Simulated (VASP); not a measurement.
# Ge2Sb2Te5 (P-3m1) in VASP: single point with PBE+D3(BJ)

Aim: the single point of Ge2Sb2Te5 with PBE+D3(BJ).

All numbers are computed with VASP 6.6.1; they aren't measurements. Logs are shortened: lines on timing, memory, paths and dates and some standing lists are left out, and cuts for length are marked.

## Step 1: The cell of the first run

Symmetry: P-3m1, No. 164, trigonal system. The conventional cell has a = 4.231 Å, b = 4.231 Å, c = 17.456 Å, α = 90.00°, β = 90.00°, γ = 120.00°. Within 3.7 Å of Ge (site symmetry 3m) lie 6 Te at 2.83 to 3.32 Å. Within 3.9 Å of Sb (site symmetry 3m) lie 6 Te at 2.99 to 3.15 Å. Within 4.5 Å of Te (site symmetry -3m) lie 6 Sb at 3.15 Å and 12 Te at 4.23 to 4.44 Å. Te (site symmetry 3m) has 3 Sb at 2.99 Å and 3 Ge at 3.32 Å within 3.9 Å. Within 3.7 Å of Te (site symmetry 3m) lie 3 Ge at 2.83 Å and 3 Te at 3.63 Å.

## Step 2: Single point, PBE+D3(BJ)

INCAR

```
PREC     = Accurate       # precision mode
ENCUT    = 520            # plane-wave cutoff, eV
EDIFF    = 1E-6           # SCF threshold, eV
ISMEAR   = 0              # smearing method
SIGMA    = 0.1            # smearing width, eV
LREAL    = F              # projectors in reciprocal space
LASPH    = T              # aspherical terms in the spheres
NELM     = 60             # most SCF steps
ALGO     = Normal         # electronic algorithm
ISIF     = 2              # what is computed and relaxed
LWAVE    = F              # write WAVECAR
LCHARG   = F              # write CHGCAR
GGA      = PE             # functional
IVDW     = 12             # dispersion correction
NBANDS   = 44             # bands
```

KPOINTS

```
Automatic mesh
0
Gamma
  12 12 2
```

POSCAR

```
Ge2Sb2Te5
1.0
    4.2313093079      0.0000000000      0.0000000000
   -2.1156546539      3.6644213520      0.0000000000
    0.0000000000      0.0000000000     17.4561177125
Ge Sb Te
2 2 5
Direct
    0.0000000000      0.0000000000      0.3410105681
    0.0000000000      0.0000000000      0.6589894319
    0.3333333333      0.6666666667      0.1135279532
    0.6666666667      0.3333333333      0.8864720468
    0.0000000000      0.0000000000      0.0000000000
    0.3333333333      0.6666666667      0.7875171536
    0.6666666667      0.3333333333      0.2124828464
    0.3333333333      0.6666666667      0.4229713769
    0.6666666667      0.3333333333      0.5770286231
```

Potentials or basis: VASP PAW PBE potentials, release 64 (Ge_d, Sb, Te).

On the command line:

```
$ cat potpaw_PBE.64/Ge_d/POTCAR potpaw_PBE.64/Sb/POTCAR potpaw_PBE.64/Te/POTCAR > POTCAR
$ mpirun -np 1 vasp_std > vasp.out
```

OUTCAR:

```text
PREC = Accurate
   ENCUT = 520
   EDIFF = 1E-6
   ISMEAR = 0
   LREAL = F
   LASPH = T
   NELM = 60
   ISIF = 2
   GGA = PE
   IVDW = 12
 IVDW          = 12

 ion  position               nearest neighbor table
   1  0.000  0.000  0.341-   8 2.83   8 2.83   8 2.83
   2  0.000  0.000  0.659-   9 2.83   9 2.83   9 2.83
   3  0.333  0.667  0.114-   7 2.99   7 2.99   7 2.99   5 3.15   5 3.15   5 3.15
   4  0.667  0.333  0.886-   6 2.99   6 2.99   6 2.99   5 3.15   5 3.15   5 3.15
   5  0.000  0.000  0.000-   3 3.15   4 3.15   4 3.15   3 3.15   4 3.15   3 3.15
   6  0.333  0.667  0.788-   4 2.99   4 2.99   4 2.99
   7  0.667  0.333  0.212-   3 2.99   3 2.99   3 2.99
   8  0.333  0.667  0.423-   1 2.83   1 2.83   1 2.83   9 3.63   9 3.63   9 3.63
   9  0.667  0.333  0.577-   2 2.83   2 2.83   2 2.83   8 3.63   8 3.63   8 3.63

  LATTYP: Found a hexagonal cell.
 ALAT       =     4.2313093079
 C/A-ratio  =     4.1254648248

  Lattice vectors:

 A1 = (   4.2313093079,   0.0000000000,   0.0000000000)
 A2 = (  -2.1156546539,   3.6644213520,   0.0000000000)
 A3 = (   0.0000000000,   0.0000000000,  17.4561177125)

Analysis of symmetry for initial positions (statically):
=====================================================================
 Subroutine PRICEL returns:
 Original cell was already a primitive cell.

 Routine SETGRP: Setting up the symmetry group for a
 hexagonal supercell.

 Subroutine GETGRP returns: Found 12 space group operations
 (whereof 12 operations were pure point group operations)
 out of a pool of 24 trial point group operations.

The static configuration has the point symmetry D_3d.

Analysis of symmetry for dynamics (positions and initial velocities):
=====================================================================
 Subroutine PRICEL returns:
 Original cell was already a primitive cell.

 Routine SETGRP: Setting up the symmetry group for a
 hexagonal supercell.

 Subroutine GETGRP returns: Found 12 space group operations
 (whereof 12 operations were pure point group operations)
 out of a pool of 24 trial point group operations.

The dynamic configuration has the point symmetry D_3d.

 Subroutine INISYM returns: Found 12 space group operations
 (whereof 12 operations are pure point group operations),
 and found     1 'primitive' translations

----------------------------------------------------------------------------------------

                                     Primitive cell

  volume of cell :     270.6623

  direct lattice vectors                    reciprocal lattice vectors
     4.231309308  0.000000000  0.000000000     0.236333467  0.136447191  0.000000000
    -2.115654654  3.664421352  0.000000000     0.000000000  0.272894382  0.000000000
     0.000000000  0.000000000 17.456117712     0.000000000  0.000000000  0.057286506

  length of vectors
     4.231309308  4.231309308 17.456117712     0.272894382  0.272894382  0.057286506

  position of ions in fractional coordinates (direct lattice)
     0.000000000  0.000000000  0.341010568
     0.000000000  0.000000000  0.658989432
     0.333333333  0.666666667  0.113527953
     0.666666667  0.333333333  0.886472047
     0.000000000  0.000000000  0.000000000
     0.333333333  0.666666667  0.787517154
     0.666666667  0.333333333  0.212482846
     0.333333333  0.666666667  0.422971377
     0.666666667  0.333333333  0.577028623

  ion indices of the primitive-cell ions
   primitive index   ion index
                 1           1
                 2           2
                 3           3
                 4           4
                 5           5
                 6           6
                 7           7
                 8           8
                 9           9

----------------------------------------------------------------------------------------

 KPOINTS: Automatic mesh

Automatic generation of k-mesh.
 Grid dimensions read from file:
 generate k-points for:   12   12    2

 Generating k-lattice:

  Cartesian coordinates                     Fractional coordinates (reciprocal lattice)
     0.019694456  0.011370599  0.000000000     0.083333333 -0.000000000  0.000000000
     0.000000000  0.022741198  0.000000000     0.000000000  0.083333333  0.000000000
     0.000000000  0.000000000  0.028643253     0.000000000  0.000000000  0.500000000

  Length of vectors
     0.022741198  0.022741198  0.028643253

  Shift w.r.t. Gamma in fractional coordinates (k-lattice)
     0.000000000  0.000000000  0.000000000

 Subroutine IBZKPT returns following result:
 ===========================================

 Found     38 irreducible k-points:

 Following reciprocal coordinates:
            Coordinates               Weight
  0.000000  0.000000  0.000000      1.000000
  0.083333  0.000000  0.000000      6.000000
  0.166667  0.000000  0.000000      6.000000
  0.250000  0.000000  0.000000      6.000000
  0.333333  0.000000  0.000000      6.000000
  0.416667  0.000000  0.000000      6.000000
[... 16 lines left out ...]
  0.250000  0.000000  0.500000      6.000000
  0.333333  0.000000  0.500000      6.000000
 [... further k-points ...]
   k-points           NKPTS =     38   k-points in BZ     NKDIM =     38   number of bands    NBANDS=     44
   number of dos      NEDOS =    301   number of ions     NIONS =      9
   total plane-waves  NPLWV = 143360
   dimension x,y,z NGX =    32 NGY =   32 NGZ =  140
   dimension x,y,z NGXF=    64 NGYF=   64 NGZF=  280
   ions per type =               2   2   5
   NGX,Y,Z   is equivalent  to a cutoff of  12.57, 12.57, 13.33 a.u.
   NGXF,Y,Z  is equivalent  to a cutoff of  25.15, 25.15, 26.67 a.u.
 SYSTEM =  unknown system
   PREC   = accura    normal or accurate (medium, high low for compatibility)
   ISTART =      0    job   : 0-new  1-cont  2-samecut
   ICHARG =      2    charge: 1-file 2-atom 10-const
   ISPIN  =      1    spin polarized calculation?
   LNONCOLLINEAR =      F non collinear calculations
   LSORBIT =      F    spin-orbit coupling
   LASPH  =      T    aspherical Exc in radial PAW
   ENCUT  =  520.0 eV  38.22 Ry    6.18 a.u.   7.87  7.87 32.46*2*pi/ulx,y,z
   NELM   =     60;   NELMIN=  2; NELMDL= -5     # of ELM steps
   EDIFF  = 0.1E-05   stopping-criterion for ELM
   LREAL  =      F    real-space projection
[... 7 lines left out ...]
   TEBEG  =    0.0;   TEEND  =   0.0 temperature during run
   PSTRESS=    0.0 pullay stress
   NELECT =      68.0000    total number of electrons
   NUPDOWN=      -1.0000    fix difference up-down
   EMIN   =  10.00;   EMAX   =-10.00  energy-range for DOS
   EFERMI =   0.00;   METHOD = LEGACY
   ISMEAR =     0;   SIGMA  =   0.10  broadening in eV -4-tet -1-fermi 0-gaus
   EFERMI_NEDOS =   21; number of points for ismear=-14 and -15
   IALGO  =     38    algorithm
   IMIX   =      4    mixing-type and parameters
     AMIX     =   0.40;   BMIX     =  1.00
     AMIX_MAG =   1.60;   BMIX_MAG =  1.00
  volume/ion in A,a.u.               =      30.07       202.95
  Fermi-wavevector in a.u.,A,eV,Ry     =   1.033004  1.952094 14.518730  1.067097
  Thomas-Fermi vector in A             =   2.167229
   LORBIT       =      0    0 simple, 1 ext, 2 COOP (PROOUT), +10 PAW based schemes
   GGA     = PE    functional components
   LHFCALC =     F    Hartree Fock is set to
   AEXX    =    0.0000 exact exchange contribution
   IVDW    =    12    specifies the selected vdW correction
   LEPSILON=     F    determine dielectric tensor
   LRPA    =     F    only Hartree local field effects (RPA)
 non-spin polarized calculation
 Gauss-broadening in eV      SIGMA  =   0.10
  energy-cutoff  :      520.00
  volume of cell :      270.66
 maximum number of plane-waves:      7324
 NGX is ok and might be reduce to    32
   NGX = 15   NGY = 15   NGZ = 65

 number of electron      68.0000030 magnetization

 Free energy of the ion-electron system (eV)
  ---------------------------------------------------
  ext. energy  EPLUGINS =         0.00000000
  ---------------------------------------------------
  free energy    TOTEN  =       -33.77917467 eV

  energy without entropy =      -33.77374091  energy(sigma->0) =      -33.77645779

 E-fermi :   6.5379     XC(G=0):  -9.4522

 val. band max:        6.5313355750   @ k =   0.5000   0.0000   0.5000
 cond. band min:       6.5671039906   @ k =   0.4167   0.0000   0.5000
 fundamental gap:      0.0357684156
 Fermi energy:         6.5378703025

 k-point     1 :       0.0000    0.0000    0.0000
  band No.  band energies     occupation
      1     -18.3896      2.00000
      2     -18.3896      2.00000
      3     -18.3896      2.00000
      4     -18.3896      2.00000
      5     -18.3782      2.00000
      6     -18.3782      2.00000
[... 36 lines left out ...]
     43       8.2915      0.00000
     44       8.5543      0.00000

 k-point     2 :       0.0833    0.0000    0.0000
  band No.  band energies     occupation
      1     -18.3897      2.00000
      2     -18.3897      2.00000
      3     -18.3894      2.00000
      4     -18.3894      2.00000
      5     -18.3783      2.00000
      6     -18.3783      2.00000
[... 36 lines left out ...]
     43       8.5411      0.00000
     44       8.7469      0.00000

 k-point     3 :       0.1667    0.0000    0.0000
  band No.  band energies     occupation
      1     -18.3901      2.00000
      2     -18.3901      2.00000
      3     -18.3889      2.00000
      4     -18.3889      2.00000
      5     -18.3786      2.00000
      6     -18.3786      2.00000
[... 976 lines left out ...]
     43       9.2684      0.00000
     44       9.5655      0.00000

 k-point    24 :       0.3333    0.0000    0.5000
  band No.  band energies     occupation
      1     -18.3911      2.00000
      2     -18.3911      2.00000
      3     -18.3877      2.00000
      4     -18.3877      2.00000
      5     -18.3793      2.00000
      6     -18.3792      2.00000
[... 36 lines left out ...]
     43       9.4405      0.00000
     44       9.4845      0.00000

 [... further k-points ...]

------------------------ aborting loop because EDIFF is reached ----------------------------------------

 Edisp (eV)   -3.87253

 E8    (eV) :    -1.7785

  FORCE on cell =-STRESS in cart. coord.  units (eV):
  Direction    XX          YY          ZZ          XY          YZ          ZX
  --------------------------------------------------------------------------------------
  -------------------------------------------------------------------------------------
  Total       0.05493     0.05493     0.00755     0.00000     0.00000     0.00000
  in kB       0.32514     0.32514     0.04469     0.00000     0.00000     0.00000
  external pressure =        0.23 kB  Pullay stress =        0.00 kB

 VOLUME and BASIS-vectors are now :
 -----------------------------------------------------------------------------
  energy-cutoff  :      520.00
  volume of cell :      270.66
      direct lattice vectors                 reciprocal lattice vectors
     4.231309308  0.000000000  0.000000000     0.236333467  0.136447191  0.000000000
    -2.115654654  3.664421352  0.000000000     0.000000000  0.272894382  0.000000000
     0.000000000  0.000000000 17.456117712     0.000000000  0.000000000  0.057286506

 POSITION                                       TOTAL-FORCE (eV/Angst)
 -----------------------------------------------------------------------------------
      0.00000      0.00000      5.95272        -0.000000      0.000000     -0.016946
      0.00000      0.00000     11.50340         0.000000      0.000000      0.016946
     -0.00000      2.44295      1.98176         0.000000     -0.000000     -0.019900
      2.11565      1.22147     15.47436         0.000000      0.000000      0.019900
      0.00000      0.00000      0.00000         0.000000      0.000000      0.000000
     -0.00000      2.44295     13.74699         0.000000     -0.000000     -0.014229
      2.11565      1.22147      3.70913        -0.000000      0.000000      0.014229
     -0.00000      2.44295      7.38344        -0.000000      0.000000      0.017638
      2.11565      1.22147     10.07268         0.000000     -0.000000     -0.017638
 -----------------------------------------------------------------------------------
    total drift:                                0.000000     -0.000000      0.000000

  FREE ENERGIE OF THE ION-ELECTRON SYSTEM (eV)
  ---------------------------------------------------
  free  energy   TOTEN  =       -37.6517092295 eV

  energy  without entropy=      -37.6462754721  energy(sigma->0) =      -37.64899235
```

It took 10 min on 1 thread of Intel Xeon Platinum 8259CL at 2.50GHz (Skylake/Cascade Lake), shared host; peak memory 0.62 GiB.

What came out:

```
Free energy                : -37.6517 eV
Pressure                   : 0.0 GPa
Largest force              : 0.020 eV/Å
Band gap on the k mesh     : zero (filled and empty bands touch)
Dispersion energy per atom : -0.430 eV
```

Forces in eV/Å, atoms in the order of the input:
```
Ge   0.000  0.000 -0.017
Ge   0.000  0.000  0.017
Sb   0.000  0.000 -0.020
Sb   0.000  0.000  0.020
Te   0.000  0.000  0.000
Te   0.000  0.000 -0.014
Te   0.000  0.000  0.014
Te   0.000  0.000  0.018
Te   0.000  0.000 -0.018
```

Caveat: spin-orbit coupling is left out, which moves the levels of the heavy elements.
